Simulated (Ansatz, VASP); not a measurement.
**One calculation of WC, two programs**

```
W C
1.0
     2.66846    0.00000    0.00000
    -1.33423    2.31096    0.00000
     0.00000    0.00000    3.05532
W C
1 1
Direct
  0.00000 0.00000 0.00000
  0.66667 0.33333 0.50000
```

Change from the starting cell: strain -0.080 along x and y, +0.080 along z, atoms carried along.

Alike in both runs: task single point; functional PBE; k mesh 18 × 18 × 16; occupations gaussian, width 0.15 eV; no spin polarisation.

```csv
,VASP,Ansatz
version,VASP 6.6.1,Ansatz 0.2.0
potentials or method,"VASP PAW PBE potentials, release 64 (W_sv, C), cutoff 520 eV","scalar-relativistic, plane waves, PAW"
valence electrons in the cell,18,18
```

```csv
,VASP,Ansatz,Ansatz less VASP
gap on the k mesh at the Fermi level (eV),none,none,-
pressure (GPa),56.0,54.1,-1.88
"traceless stress, the component that is largest in VASP (GPa)",-82.51,-82.29,+0.220
```

A gap of «none» marks a metal or a gap that the smearing closes. Both programs put the cell under a high pressure, so it lies far from rest at this level.

Neither program's run includes spin-orbit coupling.
